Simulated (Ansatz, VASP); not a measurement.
Ta4C3: VASP beside Ansatz

File INCAR:

```
PREC = Accurate ; ENCUT = 520
EDIFF = 1E-6 ; ISMEAR = 0
SIGMA = 0.15 ; LREAL = False
LASPH = True ; NELM = 80
ALGO = Fast ; ISIF = 2
LWAVE = False ; LCHARG = False
GGA = PS ; NBANDS = 37
```

File KPOINTS:

```
Automatic mesh
0
Gamma
  10 10 10
```

Contents of POSCAR:

```
Ta4C3
1.0
    4.4077284998     -0.0278549764      0.0335483542
   -0.0278549764      4.3989933340     -0.0275416083
    0.0335483542     -0.0275416083      4.3877823824
Ta C
4 3
Direct
   -0.0024428716      0.4998723023      0.5383135386
    0.4962080052     -0.0088629471      0.4896112256
    0.5132805852      0.4817385963     -0.0124798816
   -0.0445366860      0.0027882691     -0.0156729147
    0.5247186190     -0.0129771182     -0.0199798220
    0.0161723720      0.5227215670      0.0338834428
   -0.0034000238      0.0147193306      0.4863244112
```

Input for Ansatz:

```yaml
crystal:
  lattice:
    - [4.4077284998, -0.0278549764, 0.0335483542]
    - [-0.0278549764, 4.398993334, -0.0275416083]
    - [0.0335483542, -0.0275416083, 4.3877823824]
  atoms:
    - { symbol: Ta, position: [-0.0024428716, 0.4998723023, 0.5383135386] }
    - { symbol: Ta, position: [0.4962080052, -0.0088629471, 0.4896112256] }
    - { symbol: Ta, position: [0.5132805852, 0.4817385963, -0.0124798816] }
    - { symbol: Ta, position: [-0.044536686, 0.0027882691, -0.0156729147] }
    - { symbol: C, position: [0.524718619, -0.0129771182, -0.019979822] }
    - { symbol: C, position: [0.016172372, 0.522721567, 0.0338834428] }
    - { symbol: C, position: [-0.0034000238, 0.0147193306, 0.4863244112] }
basis:
  ecutwfc: 420
kpoints:
  mp_grid: { grid: [10, 10, 10] }
hamiltonian:
  xc: pbesol
scf:
  occupations: { method: gaussian, width: 0.15 }
output:
  forces: true
  stress: true
  eigenvalues: true
```

Change from the starting cell: all atoms moved at random (sigma 0.1 Å a component), cell strained at random (sigma 0.01).

Alike in both runs: task single point; functional PBEsol; k mesh 10 × 10 × 10; occupations gaussian, width 0.15 eV; no spin polarisation.

|  | VASP | Ansatz |
| --- | --- | --- |
| version | VASP 6.6.1 | Ansatz 0.2.0 |
| potentials or method | VASP PAW PBE potentials, release 64 (Ta_pv, C), cutoff 520 eV | scalar-relativistic, plane waves, PAW |
| valence electrons in the cell | 56 | 64 |

VASP gave:

* gap on the k mesh at the Fermi level (eV): none
* pressure (GPa): 8.7
* traceless stress, the component that is largest in VASP (GPa): 7.71
* rms of the force components (eV/Å): 1.894

Q: Which values does Ansatz return?

A: gap on the k mesh at the Fermi level (eV): none; pressure (GPa): 7.9; traceless stress, the component that is largest in VASP (GPa): 7.59; rms of the force components (eV/Å): 1.873.

VASP's potentials were made for PBE, not for PBEsol. Atom by atom the forces differ by 0.025 eV/Å (rms over components). A gap of «none» marks a metal or a gap that the smearing closes. The functional is the same, so the differences come from potentials, cutoffs and numerics. VASP's potentials hold 56 valence electrons a cell and Ansatz's 64, so a difference there can come from the potentials and not from the codes.

Neither program's run includes spin-orbit coupling.
